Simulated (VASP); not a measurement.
Crystal: ZnSe.

```
CELL_PARAMETERS angstrom
0.00000 2.77511 2.77511
2.77511 0.00000 2.77511
2.77511 2.77511 0.00000
ATOMIC_POSITIONS crystal
Zn 0.00000 0.00000 0.00000
Se 0.25000 0.25000 0.25000
```

Base run:

- Program: VASP 6.6.1
- Functional: PBE
- Potentials or basis: VASP PAW PBE potentials, release 64 (Zn, Se)
- Cutoff: 520 eV
- k mesh: 8 × 8 × 8
- Occupations: gaussian, width 0.02 eV
- Spin: no spin polarisation

Its results: band gap on the k mesh 1.55 eV, direct; pressure 7.2 GPa.

**Question.** The run is repeated on the same cell with these changes: functional from PBE to r2SCAN; further incar settings from ALGO = Normal; EDIFF = 1e-06; NBANDS = 16 to ALGO = Normal; EDIFF = 1e-07; NBANDS = 16. What comes out?

**Answer.** Band gap on the k mesh 2.15 eV, direct; pressure 4.8 GPa.

Caveats: the PAW data sets were made with another functional, which shifts forces and pressure a little (some runs).

